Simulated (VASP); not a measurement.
# MgS (P6_3/mmc) in VASP: single point with HSE06

Aim: the single point of MgS with HSE06.

Everything below comes from runs of VASP 6.6.1. Logs are shortened: lines on timing, memory, paths and dates and some standing lists are left out, and cuts for length are marked.

### Step 1. The cell of the first run

It takes space group P6_3/mmc (No. 194, hexagonal). The conventional cell has a = 4.084 Å, b = 4.084 Å, c = 5.480 Å, α = 90.00°, β = 90.00°, γ = 120.00°. Within 3.1 Å of Mg (site symmetry -6m2) lie 5 S at 2.36 to 2.74 Å. S (site symmetry -6m2) has 5 Mg at 2.36 to 2.74 Å within 3.1 Å.

### Step 2. Single point, HSE06 (epitaxial xy strain -4.9%)

Input file POSCAR:

```
MgS
1.0
    4.0842009432      0.0000000000      0.0000000000
   -2.0421004716      3.5370217710      0.0000000000
    0.0000000000      0.0000000000      5.4798003483
Mg S
2 2
Direct
    0.3333333333      0.6666666667      0.2500000000
    0.6666666667      0.3333333333      0.7500000000
    0.6666666667      0.3333333333      0.2500000000
    0.3333333333      0.6666666667      0.7500000000
```

Input file INCAR.step1:

```
  PREC = Accurate
  ENCUT = 520
  EDIFF = 1E-5
  ISMEAR = 0
  SIGMA = 0.01
  LREAL = False
  LASPH = True
  NELM = 80
  ALGO = Normal
  ISIF = 2
  LWAVE = True
  LCHARG = False
  GGA = PE
  NBANDS = 16
```

Input file INCAR.step2:

```
  PREC = Accurate
  ENCUT = 520
  EDIFF = 1E-7
  ISMEAR = 0
  SIGMA = 0.01
  LREAL = False
  LASPH = True
  NELM = 80
  ALGO = Normal
  ISIF = 2
  LWAVE = False
  LCHARG = False
  GGA = PE
  LHFCALC = True
  HFSCREEN = 0.2079
  PRECFOCK = Normal
  ISTART = 1
  NBANDS = 16
```

Input file KPOINTS:

```
Automatic mesh
0
Gamma
  6 6 4
```

Potentials or basis: VASP PAW PBE potentials, release 64 (Mg, S).

Launch:

```
$ cat potpaw_PBE.64/Mg/POTCAR potpaw_PBE.64/S/POTCAR > POTCAR
$ cp INCAR.step1 INCAR
$ mpirun -np 1 vasp_std > vasp.out
$ cp INCAR.step2 INCAR
$ mpirun -np 1 vasp_std > vasp.out
```

OUTCAR:

```text
PREC = Accurate
   ENCUT = 520
   EDIFF = 1E-7
   ISMEAR = 0
   LREAL = False
   LASPH = True
   NELM = 80
   ISIF = 2
   GGA = PE
   LHFCALC = True
   HFSCREEN = 0.2079
   PRECFOCK = Normal
   ISTART = 1

 ion  position               nearest neighbor table
   1  0.333  0.667  0.250-   3 2.36   3 2.36   3 2.36   4 2.74   4 2.74   2 3.61   2 3.61   2 3.61
                             2 3.61   2 3.61   2 3.61
   2  0.667  0.333  0.750-   4 2.36   4 2.36   4 2.36   3 2.74   3 2.74   1 3.61   1 3.61   1 3.61
                             1 3.61   1 3.61   1 3.61
   3  0.667  0.333  0.250-   1 2.36   1 2.36   1 2.36   2 2.74   2 2.74
   4  0.333  0.667  0.750-   2 2.36   2 2.36   2 2.36   1 2.74   1 2.74

  LATTYP: Found a hexagonal cell.
 ALAT       =     4.0842009432
 C/A-ratio  =     1.3417068417

  Lattice vectors:

 A1 = (   4.0842009432,   0.0000000000,   0.0000000000)
 A2 = (  -2.0421004716,   3.5370217710,   0.0000000000)
 A3 = (   0.0000000000,   0.0000000000,   5.4798003483)

Analysis of symmetry for initial positions (statically):
=====================================================================
 Subroutine PRICEL returns:
 Original cell was already a primitive cell.

 Routine SETGRP: Setting up the symmetry group for a
 hexagonal supercell.

 Subroutine GETGRP returns: Found 24 space group operations
 (whereof 12 operations were pure point group operations)
 out of a pool of 24 trial point group operations.

The static configuration has the point symmetry D_3d.
 The point group associated with its full space group is D_6h.

Analysis of symmetry for dynamics (positions and initial velocities):
=====================================================================
 Subroutine PRICEL returns:
 Original cell was already a primitive cell.

 Routine SETGRP: Setting up the symmetry group for a
 hexagonal supercell.

 Subroutine GETGRP returns: Found 24 space group operations
 (whereof 12 operations were pure point group operations)
 out of a pool of 24 trial point group operations.

The dynamic configuration has the point symmetry D_3d.
 The point group associated with its full space group is D_6h.

 Subroutine INISYM returns: Found 24 space group operations
 (whereof 12 operations are pure point group operations),
 and found     1 'primitive' translations

----------------------------------------------------------------------------------------

                                     Primitive cell

  volume of cell :      79.1607

  direct lattice vectors                    reciprocal lattice vectors
     4.084200943  0.000000000  0.000000000     0.244845935  0.141361867  0.000000000
    -2.042100472  3.537021771  0.000000000     0.000000000  0.282723733  0.000000000
     0.000000000  0.000000000  5.479800348     0.000000000  0.000000000  0.182488400

  length of vectors
     4.084200943  4.084200943  5.479800348     0.282723733  0.282723733  0.182488400

  position of ions in fractional coordinates (direct lattice)
     0.333333333  0.666666667  0.250000000
     0.666666667  0.333333333  0.750000000
     0.666666667  0.333333333  0.250000000
     0.333333333  0.666666667  0.750000000

  ion indices of the primitive-cell ions
   primitive index   ion index
                 1           1
                 2           2
                 3           3
                 4           4

----------------------------------------------------------------------------------------

 KPOINTS: Automatic mesh

Automatic generation of k-mesh.
 Grid dimensions read from file:
 generate k-points for:    6    6    4

 Generating k-lattice:

  Cartesian coordinates                     Fractional coordinates (reciprocal lattice)
     0.040807656  0.023560311  0.000000000     0.166666667  0.000000000  0.000000000
     0.000000000  0.047120622  0.000000000     0.000000000  0.166666667  0.000000000
     0.000000000  0.000000000  0.045622100     0.000000000  0.000000000  0.250000000

  Length of vectors
     0.047120622  0.047120622  0.045622100

  Shift w.r.t. Gamma in fractional coordinates (k-lattice)
     0.000000000  0.000000000  0.000000000

 Subroutine IBZKPT returns following result:
 ===========================================

 Found     21 irreducible k-points:

 Following reciprocal coordinates:
            Coordinates               Weight
  0.000000  0.000000  0.000000      1.000000
  0.166667  0.000000  0.000000      6.000000
  0.333333 -0.000000  0.000000      6.000000
  0.500000 -0.000000  0.000000      3.000000
  0.166667  0.166667  0.000000      6.000000
  0.333333  0.166667  0.000000     12.000000
[... 13 lines left out ...]
  0.333333  0.166667  0.500000     12.000000
  0.333333  0.333333  0.500000      2.000000
   k-points           NKPTS =     21   k-points in BZ     NKDIM =    144   number of bands    NBANDS=     16
   number of dos      NEDOS =    301   number of ions     NIONS =      4
   total plane-waves  NPLWV =  37800
   dimension x,y,z NGX =    30 NGY =   30 NGZ =   42
   dimension x,y,z NGXF=    60 NGYF=   60 NGZF=   84
   ions per type =               2   2
   NGX,Y,Z   is equivalent  to a cutoff of  12.21, 12.21, 12.74 a.u.
   NGXF,Y,Z  is equivalent  to a cutoff of  24.42, 24.42, 25.48 a.u.
 SYSTEM =  unknown system
   PREC   = accura    normal or accurate (medium, high low for compatibility)
   ISTART =      1    job   : 0-new  1-cont  2-samecut
   ICHARG =      0    charge: 1-file 2-atom 10-const
   ISPIN  =      1    spin polarized calculation?
   LNONCOLLINEAR =      F non collinear calculations
   LSORBIT =      F    spin-orbit coupling
   LASPH  =      T    aspherical Exc in radial PAW
   ENCUT  =  520.0 eV  38.22 Ry    6.18 a.u.   7.59  7.59 10.19*2*pi/ulx,y,z
   NELM   =     80;   NELMIN=  2; NELMDL=  0     # of ELM steps
   EDIFF  = 0.1E-06   stopping-criterion for ELM
   LREAL  =      F    real-space projection
   EDIFFG = 0.1E-05   stopping-criterion for IOM
   NSW    =      0    number of steps for IOM
   IBRION =     -1    ionic relax: 0-MD 1-quasi-New 2-CG
   NFREE  =      0    steps in history (QN), initial steepest desc. (CG)
   ISIF   =      2    stress and relaxation
   ISYM   =      3    0-nonsym 1-usesym 2-fastsym
   POTIM  = 0.5000    time-step for ionic-motion
   TEBEG  =    0.0;   TEEND  =   0.0 temperature during run
   PSTRESS=    0.0 pullay stress
   NELECT =      16.0000    total number of electrons
   NUPDOWN=      -1.0000    fix difference up-down
   EMIN   =  10.00;   EMAX   =-10.00  energy-range for DOS
   EFERMI =   0.00;   METHOD = LEGACY
   ISMEAR =     0;   SIGMA  =   0.01  broadening in eV -4-tet -1-fermi 0-gaus
   EFERMI_NEDOS =   21; number of points for ismear=-14 and -15
   IALGO  =     38    algorithm
   IMIX   =      1    mixing-type and parameters
     AMIX     =   0.40;   BMIX     =  1.00
     AMIX_MAG =   1.60;   BMIX_MAG =  1.00
  volume/ion in A,a.u.               =      19.79       133.55
  Fermi-wavevector in a.u.,A,eV,Ry     =   0.960753  1.815559 12.558801  0.923046
  Thomas-Fermi vector in A             =   2.090065
   LORBIT       =      0    0 simple, 1 ext, 2 COOP (PROOUT), +10 PAW based schemes
   GGA     = PE    functional components
   LHFCALC =     T    Hartree Fock is set to
   PRECFOCK=normal    Normal, Fast or Accurate (Low or Medium for compatibility)
   ENCUT4O =  -1.0   cutoff for four orbital integrals eV
   NKREDX  =     1    reduce k-point grid by
   NKREDY  =     1    reduce k-point grid by
   NKREDZ  =     1    reduce k-point grid by
   AEXX    =    0.2500 exact exchange contribution
   HFSCREEN=    0.2079 screening length (either q_TF or 0.3 A-1)
   HFSCREENC=   0.2079 screening length for correlation (either q_TF or 0.3 A-1)
   ENCUTFOCK=  -1.0 apply spherical cutoff to Coloumb kernel
   IVDW    =     0    specifies the selected vdW correction
   LEPSILON=     F    determine dielectric tensor
   LRPA    =     F    only Hartree local field effects (RPA)
 non-spin polarized calculation
 Gauss-broadening in eV      SIGMA  =   0.01
  energy-cutoff  :      520.00
  volume of cell :       79.16
 maximum number of plane-waves:      2163
  NGX = 24; NGY = 24; NGZ = 32

 number of electron      15.9999999 magnetization

 Free energy of the ion-electron system (eV)
  ---------------------------------------------------
  ext. energy  EPLUGINS =         0.00000000
  ---------------------------------------------------
  free energy    TOTEN  =       -19.42715572 eV

  energy without entropy =      -19.42715572  energy(sigma->0) =      -19.42715572

 E-fermi :   2.5370     XC(G=0):  -7.4620

 val. band max:        2.4319542094   @ k =   0.0000   0.0000   0.0000
 cond. band min:       6.5666685097   @ k =   0.0000   0.0000   0.0000
 fundamental gap:      4.1347143003
 Fermi energy:         2.5369702626

 k-point     1 :       0.0000    0.0000    0.0000
  band No.  band energies     occupation
      1     -11.6797      2.00000
      2     -10.1150      2.00000
      3      -2.3146      2.00000
      4       0.0568      2.00000
      5       0.0568      2.00000
      6       1.0841      2.00000
[... 8 lines left out ...]
     15      11.5395      0.00000
     16      11.5395      0.00000

 k-point     2 :       0.1667    0.0000    0.0000
  band No.  band energies     occupation
      1     -11.5133      2.00000
      2     -10.0980      2.00000
      3      -2.0768      2.00000
      4      -0.6277      2.00000
      5      -0.1813      2.00000
      6       0.3937      2.00000
[... 8 lines left out ...]
     15      10.9354      0.00000
     16      11.9573      0.00000

 k-point     3 :       0.3333   -0.0000    0.0000
  band No.  band energies     occupation
      1     -11.0964      2.00000
      2     -10.1317      2.00000
      3      -1.7155      2.00000
      4      -1.4275      2.00000
      5      -0.6318      2.00000
      6      -0.5528      2.00000
[... 8 lines left out ...]
     15      12.0817      0.00000
     16      13.1689      0.00000
[... 305 lines left out ...]
 k-point    20 :       0.3333    0.1667    0.5000
  band No.  band energies     occupation
      1     -10.4901      2.00000
      2     -10.4901      2.00000
      3      -2.3657      2.00000
      4      -2.3657      2.00000
      5      -0.5082      2.00000
      6      -0.5082      2.00000
[... 8 lines left out ...]
     15      12.5658      0.00000
     16      12.5658      0.00000

 k-point    21 :       0.3333    0.3333    0.5000
  band No.  band energies     occupation
      1     -10.4205      2.00000
      2     -10.4205      2.00000
      3      -2.3253      2.00000
      4      -2.3253      2.00000
      5      -1.0601      2.00000
      6      -1.0601      2.00000
[... 8 lines left out ...]
     15      12.3204      0.00000
     16      12.3204      0.00000

------------------------ aborting loop because EDIFF is reached ----------------------------------------

  FORCE on cell =-STRESS in cart. coord.  units (eV):
  Direction    XX          YY          ZZ          XY          YZ          ZX
  --------------------------------------------------------------------------------------
  -------------------------------------------------------------------------------------
  Total        4.3387283      4.3387283     -0.0393660      0.0000000     -0.0000000      0.0000000
  in kB       87.8139414     87.8139415     -0.7967497      0.0000000     -0.0000000      0.0000000
  external PRESSURE =      58.2770444 kB  Pullay stress =       0.0000000 kB

 VOLUME and BASIS-vectors are now :
 -----------------------------------------------------------------------------
  energy-cutoff  :      520.00
  volume of cell :       79.16
      direct lattice vectors                 reciprocal lattice vectors
     4.084200943  0.000000000  0.000000000     0.244845935  0.141361867  0.000000000
    -2.042100472  3.537021771  0.000000000     0.000000000  0.282723733  0.000000000
     0.000000000  0.000000000  5.479800348     0.000000000  0.000000000  0.182488400

 POSITION                                       TOTAL-FORCE (eV/Angst)
 -----------------------------------------------------------------------------------
     -0.00000      2.35801      1.36995        -0.000000     -0.000000      0.000000
      2.04210      1.17901      4.10985         0.000000      0.000000      0.000000
      2.04210      1.17901      1.36995         0.000000     -0.000000     -0.000000
     -0.00000      2.35801      4.10985        -0.000000      0.000000      0.000000
 -----------------------------------------------------------------------------------
    total drift:                               -0.000000      0.000000     -0.000000

  FREE ENERGIE OF THE ION-ELECTRON SYSTEM (eV)
  ---------------------------------------------------
  free  energy   TOTEN  =       -19.4271557184 eV

  energy  without entropy=      -19.4271557184  energy(sigma->0) =      -19.42715572
```

Wall time 35 min (1 thread of Intel Xeon Platinum 8488C (Sapphire Rapids), shared host); peak memory 0.33 GiB.

What came out:

```yaml
Free_energy: -19.4272 eV
Pressure: 5.8 GPa
Band_gap_on_the_k_mesh: 4.13 eV
```

Stress tensor (GPa, compression positive):
```
 8.78  0.00  0.00
 0.00  8.78  0.00
 0.00  0.00 -0.08
```

Caveat: the cell differs from its parent crystal (epitaxial xy strain -4.9%); the stress differs along the axes, from -0 to 9 GPa; the PAW data sets were made with another functional, which shifts forces and pressure a little. A k mesh can miss the band edges.
